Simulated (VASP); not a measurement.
# NaH (R-3m) in VASP: further runs, part 2 of 2

VASP 6.6.1. The steps go on from the part before.

### 3 Single point, PBEsol (equal xy, yz and zx shear strains of -1 %)

Input file INCAR:

```
ALGO = Normal ; EDIFF = 1E-6
ENCUT = 520 ; GGA = PS
ISIF = 2 ; ISMEAR = -1
LASPH = T ; LCHARG = F
LREAL = F ; LWAVE = F
NBANDS = 11 ; NELM = 100
PREC = Accurate ; SIGMA = 0.03
```

Input file KPOINTS:

```
k-points
0
Gamma
  9 9 9
```

Input file POSCAR:

```
NaH
1.0
   -0.0244000000      2.4278000000      2.4278000000
    2.4278000000     -0.0244000000      2.4278000000
    2.4278000000      2.4278000000     -0.0244000000
Na H
1 1
Direct
    0.0000000000      0.0000000000      0.0000000000
    0.5000000000      0.5000000000      0.5000000000
```

Potentials or basis: VASP PAW PBE potentials, release 64 (Na_pv, H).

Started as:

```sh
$ cat potpaw_PBE.64/Na_pv/POTCAR potpaw_PBE.64/H/POTCAR > POTCAR
$ mpirun -np 1 vasp_std > vasp.out
```

Run time: 41 s. Hardware: 1 thread of AMD EPYC, shared host; peak memory 0.13 GiB.

It converged, with:

| Quantity | Value |
| --- | --- |
| Free energy | -5.0799 eV |
| Pressure | -1.2 GPa |
| Band gap on the k mesh | 3.78 eV, indirect (least direct gap 4.53 eV) |

Stress tensor (GPa, compression positive):
```
-1.19  0.21  0.21
 0.21 -1.19  0.21
 0.21  0.21 -1.19
```

Levels at points of the mesh, in eV from the valence-band top:
```
           k point  band 2  band 3  band 4  band 5  band 6  band 7
(0.00, 0.00, 0.00)  -21.99  -21.99   -3.58   10.21   15.12   15.12
```

Caveat: the cell differs from its parent crystal (equal xy, yz and zx shear strains of -1 %); the PAW data sets were made with another functional, which shifts forces and pressure a little.

### 4 Single point, PBEsol (equal xy, yz and zx shear strains of +1 %)

Input file INCAR:

```
SYSTEM = NaH
  PREC = Accurate
  ENCUT = 520
  EDIFF = 1E-7
  ISMEAR = -1
  SIGMA = 0.03
  LREAL = .False.
  LASPH = .True.
  NELM = 100
  ALGO = Normal
  ISIF = 2
  LWAVE = .False.
  LCHARG = .False.
  GGA = PS
  NBANDS = 11
```

Input file KPOINTS:

```
regular mesh
0
Gamma
  9 9 9
  0 0 0
```

Input file POSCAR:

```
NaH
1.0
    0.0244000000      2.4522000000      2.4522000000
    2.4522000000      0.0244000000      2.4522000000
    2.4522000000      2.4522000000      0.0244000000
Na H
1 1
Direct
    0.0000000000      0.0000000000      0.0000000000
    0.5000000000      0.5000000000      0.5000000000
```

Potentials or basis: VASP PAW PBE potentials, release 64 (Na_pv, H).

Started as:

```sh
$ cat potpaw_PBE.64/Na_pv/POTCAR potpaw_PBE.64/H/POTCAR > POTCAR
$ mpirun -np 1 vasp_std > vasp.out
```

OUTCAR:

```text
SYSTEM = NaH
   PREC = Accurate
   ENCUT = 520
   EDIFF = 1E-7
   ISMEAR = -1
   LREAL = .False.
   LASPH = .True.
   NELM = 100
   ISIF = 2
   GGA = PS

 ion  position               nearest neighbor table
   1  0.000  0.000  0.000-
   2  0.500  0.500  0.500-

  LATTYP: Found a trigonal (rhomboedric) cell.
 ALAT       =     3.4680203344
 COS(alpha) =     0.5099250056

  Lattice vectors:

 A1 = (   0.0244000000,   2.4522000000,   2.4522000000)
[... 511 lines left out ...]
      4      -1.5490      2.00000
      5       3.3971      0.00000
      6       8.5562      0.00000
      7       9.0792      0.00000
      8       9.3225      0.00000
      9      10.3841      0.00000
     10      21.6369      0.00000
     11      23.4436      0.00000

 [... further k-points ...]
[... 5 lines left out ...]
  --------------------------------------------------------------------------------------
  -------------------------------------------------------------------------------------
  Total       -0.2165888     -0.2165888     -0.2165888     -0.0399593     -0.0399593     -0.0399593
  in kB      -11.9448198    -11.9448198    -11.9448198     -2.2037465     -2.2037465     -2.2037465
  external PRESSURE =     -11.9448198 kB  Pullay stress =       0.0000000 kB

 VOLUME and BASIS-vectors are now :
 -----------------------------------------------------------------------------
  energy-cutoff  :      520.00
  volume of cell :       29.05
      direct lattice vectors                 reciprocal lattice vectors
     0.024400000  2.452200000  2.452200000    -0.206967315  0.204928228  0.204928228
     2.452200000  0.024400000  2.452200000     0.204928228 -0.206967315  0.204928228
     2.452200000  2.452200000  0.024400000     0.204928228  0.204928228 -0.206967315

 POSITION                                       TOTAL-FORCE (eV/Angst)
 -----------------------------------------------------------------------------------
      0.00000      0.00000      0.00000        -0.000000     -0.000000      0.000000
      2.46440      2.46440      2.46440         0.000000      0.000000     -0.000000
 -----------------------------------------------------------------------------------
    total drift:                               -0.000000      0.000000      0.000000

  FREE ENERGIE OF THE ION-ELECTRON SYSTEM (eV)
  ---------------------------------------------------
  free  energy   TOTEN  =        -5.0798899158 eV

  energy  without entropy=       -5.0798899157  energy(sigma->0) =       -5.07988992
```

OSZICAR:

```text
N       E                     dE             d eps       ncg     rms          rms(c)
DAV:   1     0.370307007682E+02    0.37031E+02   -0.46143E+03  1888   0.739E+02
DAV:   2    -0.409806462798E+01   -0.41129E+02   -0.40613E+02  1950   0.198E+02
DAV:   3    -0.544297731594E+01   -0.13449E+01   -0.13430E+01  2216   0.334E+01
DAV:   4    -0.545262538775E+01   -0.96481E-02   -0.96470E-02  2158   0.287E+00
DAV:   5    -0.545271399815E+01   -0.88610E-04   -0.88609E-04  2157   0.276E-01    0.288E+00
DAV:   6    -0.515657744340E+01    0.29614E+00   -0.30243E-01  2250   0.316E+00    0.132E+00
DAV:   7    -0.507729767449E+01    0.79280E-01   -0.27367E-01  2131   0.220E+00    0.331E-01
DAV:   8    -0.507994270282E+01   -0.26450E-02   -0.67001E-03  2065   0.949E-01    0.600E-02
DAV:   9    -0.507989844874E+01    0.44254E-04   -0.75911E-04  2326   0.325E-01    0.193E-02
DAV:  10    -0.507988890239E+01    0.95463E-05   -0.43463E-05  2104   0.421E-02    0.293E-03
DAV:  11    -0.507988992224E+01   -0.10198E-05   -0.11918E-06  2184   0.637E-03    0.217E-03
DAV:  12    -0.507988991575E+01    0.64848E-08   -0.98901E-08  1608   0.213E-03
   1 F= -.50798899E+01 E0= -.50798899E+01  d E =-.479968E-10
```

stdout:

```text
POSCAR found type information on POSCAR NaH
 POSCAR found :  2 types and       2 ions
 scaLAPACK will be used
 -----------------------------------------------------------------------------
|                                                                             |
|                                                                             |
|     You enforced a specific xc type in the INCAR file but a different       |
|     I HOPE YOU KNOW WHAT YOU ARE DOING!                                     |
|                                                                             |
 -----------------------------------------------------------------------------

 LDA part: xc-table for (Slater+PW92), standard interpolation
 POSCAR, INCAR and KPOINTS ok, starting setup
 FFT: planning ... GRIDC
 FFT: planning ... GRID_SOFT
 FFT: planning ... GRID
 WAVECAR not read
 entering main loop
```

Run time: 41 s. Hardware: 1 thread of AMD EPYC, shared host; peak memory 0.13 GiB.

What came out:

* Free energy: -5.0799 eV
* Pressure: -1.2 GPa
* Band gap on the k mesh: 3.73 eV, indirect (least direct gap 4.52 eV)

Stress tensor (GPa, compression positive):
```
-1.19 -0.22 -0.22
-0.22 -1.19 -0.22
-0.22 -0.22 -1.19
```

Caveat: the cell differs from its parent crystal (equal xy, yz and zx shear strains of +1 %); the PAW data sets were made with another functional, which shifts forces and pressure a little.

### 5 Summary

```csv
cell,gap on the mesh (eV),pressure (GPa)
"a = 3.417 Å, angles 61.3°, 2 atoms",3.75,-1.2
"a = 3.434 Å, angles 60.7°, 2 atoms",3.78,-1.2
"a = 3.468 Å, angles 59.3°, 2 atoms",3.73,-1.2
```

Alike in all rows: task single point; level PBEsol; potentials or basis VASP PAW PBE potentials, release 64 (Na_pv, H); no spin polarisation; k mesh 9 × 9 × 9; cutoff (eV) 520; smearing fermi-dirac 0.03 eV.

Caveats: the PAW data sets were made with another functional, which shifts forces and pressure a little.

Total energies depend on the potentials used, so only differences within one code and one set of settings carry meaning.
